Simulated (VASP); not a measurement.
# KI (Fm-3m) in VASP: a series of runs

KI is run at these levels: r2SCAN; tasks: single point.

All numbers are computed with VASP 6.6.1; they aren't measurements. Logs are shortened: lines on timing, memory, paths and dates and some standing lists are left out, and cuts for length are marked.

### Step 1. The cell of the first run

It takes space group Fm-3m (No. 225, cubic). The conventional cell has a = 6.944 Å, b = 6.944 Å, c = 6.944 Å, α = 90.00°, β = 90.00°, γ = 90.00°. Within 4.6 Å of K (site symmetry m-3m) lie 6 I at 3.47 Å. Within 4.6 Å of I (site symmetry m-3m) lie 6 K at 3.47 Å.

### Step 2. Single point, r2SCAN (volume changed by -6%)

Contents of POSCAR:

```
KI
1.0
    0.0000000000      3.4719321535      3.4719321535
    3.4719321535      0.0000000000      3.4719321535
    3.4719321535      3.4719321535      0.0000000000
K I
1 1
Direct
    0.0000000000      0.0000000000      0.0000000000
    0.5000000000      0.5000000000      0.5000000000
```

Contents of INCAR.step1:

```
ALGO     = Normal         # electronic algorithm
EDIFF    = 1E-4           # SCF threshold, eV
ENCUT    = 520            # plane-wave cutoff, eV
GGA      = PE             # functional
ISMEAR   = 0              # smearing method
LASPH    = True           # aspherical terms in the spheres
LCHARG   = False          # write CHGCAR
LREAL    = False          # projectors in reciprocal space
LWAVE    = True           # write WAVECAR
NBANDS   = 15             # bands
NELM     = 100            # most SCF steps
PREC     = Accurate       # precision mode
SIGMA    = 0.01           # smearing width, eV
```

Contents of INCAR.step2:

```
ALGO     = Normal         # electronic algorithm
EDIFF    = 1E-6           # SCF threshold, eV
ENCUT    = 520            # plane-wave cutoff, eV
ISIF     = 2              # what is computed and relaxed
ISMEAR   = 0              # smearing method
ISTART   = 1            
LASPH    = True           # aspherical terms in the spheres
LCHARG   = True           # write CHGCAR
LELF     = True           # ELF
LMIXTAU  = True         
LREAL    = False          # projectors in reciprocal space
LVHAR    = True         
LWAVE    = False          # write WAVECAR
METAGGA  = R2SCAN         # meta-GGA
NBANDS   = 15             # bands
NELM     = 100            # most SCF steps
PREC     = Accurate       # precision mode
SIGMA    = 0.01           # smearing width, eV
```

Contents of KPOINTS:

```
k-points
0
Gamma
  6 6 6
```

Potentials or basis: VASP PAW PBE potentials, release 64 (K_sv, I).

Launch:

```bash
$ cat potpaw_PBE.64/K_sv/POTCAR potpaw_PBE.64/I/POTCAR > POTCAR
$ cp INCAR.step1 INCAR
$ mpirun -np 1 vasp_std > vasp.out
$ cp INCAR.step2 INCAR
$ mpirun -np 1 vasp_std > vasp.out
```

OUTCAR:

```text
EDIFF = 1E-6
   ENCUT = 520
   ISIF = 2
   ISMEAR = 0
   ISTART = 1
   LASPH = True
   LREAL = False
   METAGGA = R2SCAN
   NELM = 100
   PREC = Accurate

 ion  position               nearest neighbor table
   1  0.000  0.000  0.000-   2 3.47   2 3.47   2 3.47   2 3.47   2 3.47   2 3.47
   2  0.500  0.500  0.500-   1 3.47   1 3.47   1 3.47   1 3.47   1 3.47   1 3.47

  LATTYP: Found a face centered cubic cell.
 ALAT       =     6.9438643070

  Lattice vectors:

 A1 = (   0.0000000000,   3.4719321535,   3.4719321535)
 A2 = (   3.4719321535,   0.0000000000,   3.4719321535)
 A3 = (   3.4719321535,   3.4719321535,   0.0000000000)

Analysis of symmetry for initial positions (statically):
=====================================================================
 Subroutine PRICEL returns:
 Original cell was already a primitive cell.

 Routine SETGRP: Setting up the symmetry group for a
 face centered cubic supercell.

 Subroutine GETGRP returns: Found 48 space group operations
 (whereof 48 operations were pure point group operations)
 out of a pool of 48 trial point group operations.

The static configuration has the point symmetry O_h .

Analysis of symmetry for dynamics (positions and initial velocities):
=====================================================================
 Subroutine PRICEL returns:
 Original cell was already a primitive cell.

 Routine SETGRP: Setting up the symmetry group for a
 face centered cubic supercell.

 Subroutine GETGRP returns: Found 48 space group operations
 (whereof 48 operations were pure point group operations)
 out of a pool of 48 trial point group operations.

The dynamic configuration has the point symmetry O_h .

 Subroutine INISYM returns: Found 48 space group operations
 (whereof 48 operations are pure point group operations),
 and found     1 'primitive' translations

----------------------------------------------------------------------------------------

                                     Primitive cell

  volume of cell :      83.7035

  direct lattice vectors                    reciprocal lattice vectors
     0.000000000  3.471932154  3.471932154    -0.144012031  0.144012031  0.144012031
     3.471932154  0.000000000  3.471932154     0.144012031 -0.144012031  0.144012031
     3.471932154  3.471932154  0.000000000     0.144012031  0.144012031 -0.144012031

  length of vectors
     4.910053539  4.910053539  4.910053539     0.249436154  0.249436154  0.249436154

  position of ions in fractional coordinates (direct lattice)
     0.000000000  0.000000000  0.000000000
     0.500000000  0.500000000  0.500000000

  ion indices of the primitive-cell ions
   primitive index   ion index
                 1           1
                 2           2

----------------------------------------------------------------------------------------

 KPOINTS: k-points

Automatic generation of k-mesh.
 Grid dimensions read from file:
 generate k-points for:    6    6    6

 Generating k-lattice:

  Cartesian coordinates                     Fractional coordinates (reciprocal lattice)
    -0.024002005  0.024002005  0.024002005     0.166666667  0.000000000  0.000000000
     0.024002005 -0.024002005  0.024002005     0.000000000  0.166666667  0.000000000
     0.024002005  0.024002005 -0.024002005     0.000000000  0.000000000  0.166666667

  Length of vectors
     0.041572692  0.041572692  0.041572692

  Shift w.r.t. Gamma in fractional coordinates (k-lattice)
     0.000000000  0.000000000  0.000000000

 Subroutine IBZKPT returns following result:
 ===========================================

 Found     16 irreducible k-points:

 Following reciprocal coordinates:
            Coordinates               Weight
  0.000000  0.000000  0.000000      1.000000
  0.166667  0.000000  0.000000      8.000000
  0.333333  0.000000  0.000000      8.000000
  0.500000  0.000000  0.000000      4.000000
  0.166667  0.166667  0.000000      6.000000
  0.333333  0.166667  0.000000     24.000000
[... 8 lines left out ...]
 -0.333333  0.333333  0.166667     24.000000
 -0.333333  0.500000  0.166667     12.000000
   k-points           NKPTS =     16   k-points in BZ     NKDIM =     16   number of bands    NBANDS=     15
   number of dos      NEDOS =    301   number of ions     NIONS =      2
   total plane-waves  NPLWV =  64000
   dimension x,y,z NGX =    40 NGY =   40 NGZ =   40
   dimension x,y,z NGXF=    80 NGYF=   80 NGZF=   80
   ions per type =               1   1
   NGX,Y,Z   is equivalent  to a cutoff of  13.54, 13.54, 13.54 a.u.
   NGXF,Y,Z  is equivalent  to a cutoff of  27.09, 27.09, 27.09 a.u.
 SYSTEM =  unknown system
   PREC   = accura    normal or accurate (medium, high low for compatibility)
   ISTART =      1    job   : 0-new  1-cont  2-samecut
   ICHARG =      0    charge: 1-file 2-atom 10-const
   ISPIN  =      1    spin polarized calculation?
   LNONCOLLINEAR =      F non collinear calculations
   LSORBIT =      F    spin-orbit coupling
   LASPH  =      T    aspherical Exc in radial PAW
   ENCUT  =  520.0 eV  38.22 Ry    6.18 a.u.   9.13  9.13  9.13*2*pi/ulx,y,z
   NELM   =    100;   NELMIN=  2; NELMDL=  0     # of ELM steps
   EDIFF  = 0.1E-05   stopping-criterion for ELM
   LREAL  =      F    real-space projection
   EDIFFG = 0.1E-04   stopping-criterion for IOM
   NSW    =      0    number of steps for IOM
   IBRION =     -1    ionic relax: 0-MD 1-quasi-New 2-CG
   NFREE  =      0    steps in history (QN), initial steepest desc. (CG)
   ISIF   =      2    stress and relaxation
   ISYM   =      2    0-nonsym 1-usesym 2-fastsym
   POTIM  = 0.5000    time-step for ionic-motion
   TEBEG  =    0.0;   TEEND  =   0.0 temperature during run
   PSTRESS=    0.0 pullay stress
   NELECT =      16.0000    total number of electrons
   NUPDOWN=      -1.0000    fix difference up-down
   EMIN   =  10.00;   EMAX   =-10.00  energy-range for DOS
   EFERMI =   0.00;   METHOD = LEGACY
   ISMEAR =     0;   SIGMA  =   0.01  broadening in eV -4-tet -1-fermi 0-gaus
   EFERMI_NEDOS =   21; number of points for ismear=-14 and -15
   IALGO  =     38    algorithm
   IMIX   =      4    mixing-type and parameters
     AMIX     =   0.40;   BMIX     =  1.00
     AMIX_MAG =   1.60;   BMIX_MAG =  1.00
  volume/ion in A,a.u.               =      41.85       282.43
  Fermi-wavevector in a.u.,A,eV,Ry     =   0.943048  1.782101 12.100188  0.889339
  Thomas-Fermi vector in A             =   2.070717
   LORBIT       =      0    0 simple, 1 ext, 2 COOP (PROOUT), +10 PAW based schemes
   METAGGA = R2SCAN    functional components
   LHFCALC =     F    Hartree Fock is set to
   AEXX    =    0.0000 exact exchange contribution
   IVDW    =     0    specifies the selected vdW correction
   LEPSILON=     F    determine dielectric tensor
   LRPA    =     F    only Hartree local field effects (RPA)
 non-spin polarized calculation
 Gauss-broadening in eV      SIGMA  =   0.01
  energy-cutoff  :      520.00
  volume of cell :       83.70
 maximum number of plane-waves:      2285
 NGX is ok and might be reduce to    40
   NGX = 19   NGY = 19   NGZ = 19

 number of electron      16.0000001 magnetization

 Free energy of the ion-electron system (eV)
  ---------------------------------------------------
  ext. energy  EPLUGINS =         0.00000000
  ---------------------------------------------------
  free energy    TOTEN  =       -33.96858292 eV

  energy without entropy =      -33.96858292  energy(sigma->0) =      -33.96858292

 E-fermi :  -0.3919     XC(G=0):  -7.7375

 val. band max:       -0.4735118241   @ k =   0.0000   0.0000   0.0000
 cond. band min:       4.2744699121   @ k =   0.0000   0.0000   0.0000
 fundamental gap:      4.7479817362
 Fermi energy:        -0.3919467834

 k-point     1 :       0.0000    0.0000    0.0000
  band No.  band energies     occupation
      1     -30.0471      2.00000
      2     -12.7697      2.00000
      3     -12.7697      2.00000
      4     -12.7697      2.00000
      5     -11.3714      2.00000
      6      -0.4735      2.00000
      7      -0.4735      2.00000
      8      -0.4735      2.00000
      9       4.2745      0.00000
     10       6.5437      0.00000
     11       6.5437      0.00000
     12       6.5437      0.00000
     13       7.4299      0.00000
     14       7.4299      0.00000
     15       9.8630      0.00000

 k-point     2 :       0.1667    0.0000    0.0000
  band No.  band energies     occupation
      1     -30.0464      2.00000
      2     -12.8276      2.00000
      3     -12.7702      2.00000
      4     -12.7702      2.00000
      5     -11.2728      2.00000
      6      -0.9215      2.00000
      7      -0.5764      2.00000
      8      -0.5764      2.00000
      9       4.9103      0.00000
     10       6.4634      0.00000
     11       6.8651      0.00000
     12       6.8651      0.00000
     13       7.7876      0.00000
     14       7.7876      0.00000
     15      10.8554      0.00000

 k-point     3 :       0.3333    0.0000    0.0000
  band No.  band energies     occupation
      1     -30.0450      2.00000
      2     -12.9268      2.00000
      3     -12.7712      2.00000
      4     -12.7712      2.00000
      5     -11.0892      2.00000
      6      -1.6230      2.00000
      7      -0.7667      2.00000
      8      -0.7667      2.00000
      9       5.5029      0.00000
     10       7.3019      0.00000
     11       7.6541      0.00000
     12       7.6541      0.00000
     13       8.7197      0.00000
     14       8.7197      0.00000
     15      10.2649      0.00000

 k-point     4 :       0.5000    0.0000    0.0000
  band No.  band energies     occupation
      1     -30.0443      2.00000
      2     -12.9704      2.00000
      3     -12.7717      2.00000
      4     -12.7717      2.00000
      5     -11.0019      2.00000
      6      -1.9185      2.00000
      7      -0.8553      2.00000
      8      -0.8553      2.00000
      9       5.6050      0.00000
     10       8.0087      0.00000
     11       8.3980      0.00000
     12       8.3980      0.00000
     13       9.0337      0.00000
     14       9.0337      0.00000
     15      10.1280      0.00000
[... 163 lines left out ...]
 k-point    14 :       0.5000    0.3333    0.1667
  band No.  band energies     occupation
      1     -30.0441      2.00000
      2     -12.8867      2.00000
      3     -12.7941      2.00000
      4     -12.7805      2.00000
      5     -11.1028      2.00000
      6      -1.5608      2.00000
      7      -0.9938      2.00000
      8      -0.8956      2.00000
      9       5.8603      0.00000
     10       6.6426      0.00000
     11       7.5206      0.00000
     12       8.7560      0.00000
     13       8.7944      0.00000
     14       9.1796      0.00000
     15      10.5222      0.00000

 k-point    15 :      -0.3333    0.3333    0.1667
  band No.  band energies     occupation
      1     -30.0437      2.00000
      2     -12.8851      2.00000
      3     -12.7996      2.00000
      4     -12.7877      2.00000
      5     -11.0815      2.00000
      6      -1.5356      2.00000
      7      -1.1834      2.00000
      8      -0.9692      2.00000
      9       6.3466      0.00000
     10       6.6969      0.00000
     11       7.4464      0.00000
     12       8.6915      0.00000
     13       9.1723      0.00000
     14       9.5722      0.00000
     15      10.3401      0.00000

 k-point    16 :      -0.3333    0.5000    0.1667
  band No.  band energies     occupation
      1     -30.0435      2.00000
      2     -12.8281      2.00000
      3     -12.8172      2.00000
      4     -12.8005      2.00000
      5     -11.1296      2.00000
      6      -1.4380      2.00000
      7      -1.0968      2.00000
      8      -1.0722      2.00000
      9       5.6227      0.00000
     10       6.7976      0.00000
     11       7.5834      0.00000
     12       8.8111      0.00000
     13       8.9481      0.00000
     14      10.0263      0.00000
     15      10.5686      0.00000

------------------------ aborting loop because EDIFF is reached ----------------------------------------

  FORCE on cell =-STRESS in cart. coord.  units (eV):
  Direction    XX          YY          ZZ          XY          YZ          ZX
  --------------------------------------------------------------------------------------
  -------------------------------------------------------------------------------------
  Total        0.4840673      0.4840673      0.4840673     -0.0000000      0.0000000      0.0000000
  in kB        9.2655807      9.2655807      9.2655807     -0.0000000      0.0000000      0.0000000
  external PRESSURE =       9.2655807 kB  Pullay stress =       0.0000000 kB

 VOLUME and BASIS-vectors are now :
 -----------------------------------------------------------------------------
  energy-cutoff  :      520.00
  volume of cell :       83.70
      direct lattice vectors                 reciprocal lattice vectors
     0.000000000  3.471932154  3.471932154    -0.144012031  0.144012031  0.144012031
     3.471932154  0.000000000  3.471932154     0.144012031 -0.144012031  0.144012031
     3.471932154  3.471932154  0.000000000     0.144012031  0.144012031 -0.144012031

 POSITION                                       TOTAL-FORCE (eV/Angst)
 -----------------------------------------------------------------------------------
      0.00000      0.00000      0.00000         0.000000      0.000000     -0.000000
      3.47193      3.47193      3.47193        -0.000000      0.000000      0.000000
 -----------------------------------------------------------------------------------
    total drift:                                0.000000     -0.000000     -0.000000

  FREE ENERGIE OF THE ION-ELECTRON SYSTEM (eV)
  ---------------------------------------------------
  free  energy   TOTEN  =       -33.9685829167 eV

  energy  without entropy=      -33.9685829167  energy(sigma->0) =      -33.96858292
```

It took 1.7 min on 1 thread of Intel Xeon Platinum 8259CL at 2.50GHz (Skylake/Cascade Lake), shared host; peak memory 0.25 GiB.

What came out:

| Item | Value |
| --- | --- |
| Free energy | -33.9686 eV |
| Pressure | 0.9 GPa |
| Band gap on the k mesh | 4.75 eV, direct |

Caveat: the cell differs from its parent crystal (volume changed by -6%); the PAW data sets were made with another functional, which shifts forces and pressure a little; spin-orbit coupling is left out, which moves the levels of the heavy elements.

### Step 3. Single point, r2SCAN (volume changed by -3%)

Contents of POSCAR:

```
KI
1.0
    0.0000000000      3.5084814936      3.5084814936
    3.5084814936      0.0000000000      3.5084814936
    3.5084814936      3.5084814936      0.0000000000
K I
1 1
Direct
    0.0000000000      0.0000000000      0.0000000000
    0.5000000000      0.5000000000      0.5000000000
```

Contents of INCAR.step1:

```
PREC = Accurate
ENCUT = 520
ISMEAR = 0
SIGMA = 0.01
LREAL = F
LASPH = T
NELM = 60
NBANDS = 15
GGA = PE
ALGO = Normal
EDIFF = 1E-4
LWAVE = T
LCHARG = F
```

Contents of INCAR.step2:

```
PREC = Accurate
ENCUT = 520
EDIFF = 1E-7
ISMEAR = 0
SIGMA = 0.01
LREAL = F
LASPH = T
NELM = 60
ALGO = Normal
ISIF = 2
LWAVE = F
LCHARG = F
METAGGA = R2SCAN
LMIXTAU = T
NBANDS = 15
ISTART = 1
```

Contents of KPOINTS:

```
Automatic mesh
0
Gamma
  6 6 6
```

Potentials or basis: VASP PAW PBE potentials, release 64 (K_sv, I).

Launch:

```bash
$ cat potpaw_PBE.64/K_sv/POTCAR potpaw_PBE.64/I/POTCAR > POTCAR
$ cp INCAR.step1 INCAR
$ mpirun -np 1 vasp_std > vasp.out
$ cp INCAR.step2 INCAR
$ mpirun -np 1 vasp_std > vasp.out
```

It took 2.7 min on 1 thread of Intel Xeon Platinum 8259CL at 2.50GHz (Skylake/Cascade Lake), shared host; peak memory 0.26 GiB.

It converged, with:

- Free energy: -33.9802 eV
- Pressure: 0.4 GPa
- Band gap on the k mesh: 4.66 eV, direct

Levels at points of the mesh, in eV from the valence-band top:
```csv
k point,band 5,band 6,band 7,band 8,band 9,band 10,band 11,band 12
"(0.00, 0.00, 0.00)",-10.85,0.00,0.00,0.00,4.66,7.04,7.04,7.04
"(0.50, 0.00, 0.00)",-10.53,-1.37,-0.35,-0.35,6.05,8.40,8.81,8.81
"(0.50, 0.50, 0.00)",-10.68,-1.05,-0.39,-0.39,5.34,6.55,8.85,9.56
```

Caveat: the cell differs from its parent crystal (volume changed by -3%); the PAW data sets were made with another functional, which shifts forces and pressure a little; spin-orbit coupling is left out, which moves the levels of the heavy elements.

### Step 4. Single point, r2SCAN

This run uses another cell than the first one, of 44.52 Å³/atom, 1.064 times its volume.

Contents of POSCAR:

```
KI
1.0
    0.0000000000      3.5442847980      3.5442847980
    3.5442847980      0.0000000000      3.5442847980
    3.5442847980      3.5442847980      0.0000000000
K I
1 1
Direct
    0.0000000000      0.0000000000      0.0000000000
    0.5000000000      0.5000000000      0.5000000000
```

Contents of INCAR.step1:

```
ALGO = Normal ; EDIFF = 1E-4
ENCUT = 520 ; GGA = PE
ISMEAR = 0 ; LASPH = T
LCHARG = F ; LREAL = F
LWAVE = T ; NBANDS = 15
NELM = 80 ; PREC = Accurate
SIGMA = 0.01
```

Contents of INCAR.step2:

```
ALGO = Normal ; EDIFF = 1E-6
ENCUT = 520 ; ISIF = 2
ISMEAR = 0 ; ISTART = 1
LASPH = T ; LCHARG = F
LMIXTAU = T ; LREAL = F
LWAVE = F ; METAGGA = R2SCAN
NBANDS = 15 ; NELM = 80
PREC = Accurate ; SIGMA = 0.01
```

Contents of KPOINTS:

```
k-points
0
Gamma
  6 6 6
```

Launch:

```bash
$ cat potpaw_PBE.64/K_sv/POTCAR potpaw_PBE.64/I/POTCAR > POTCAR
$ cp INCAR.step1 INCAR
$ mpirun -np 1 vasp_std > vasp.out
$ cp INCAR.step2 INCAR
$ mpirun -np 1 vasp_std > vasp.out
```

Run time: 1.8 min. Hardware: 1 thread of Intel Xeon Platinum 8259CL at 2.50GHz (Skylake/Cascade Lake), shared host; peak memory 0.26 GiB.

Results (log left out):

```
Free energy            : -33.9843 eV
Pressure               : 0.0 GPa
Band gap on the k mesh : 4.58 eV, direct
```

Levels at points of the mesh, in eV from the valence-band top:
```csv
k point,band 5,band 6,band 7,band 8,band 9,band 10,band 11,band 12
"(0.00, 0.00, 0.00)",-10.80,0.00,0.00,0.00,4.58,7.05,7.05,7.05
"(0.50, 0.00, 0.00)",-10.52,-1.30,-0.33,-0.33,6.01,8.31,8.75,8.75
"(0.50, 0.50, 0.00)",-10.65,-1.00,-0.37,-0.37,5.39,6.47,8.83,9.40
```

Caveat: the PAW data sets were made with another functional, which shifts forces and pressure a little; spin-orbit coupling is left out, which moves the levels of the heavy elements. r2SCAN opens gaps a little over a GGA but as a rule still falls short of measured ones.

(Part 1 of 2 ends here.)
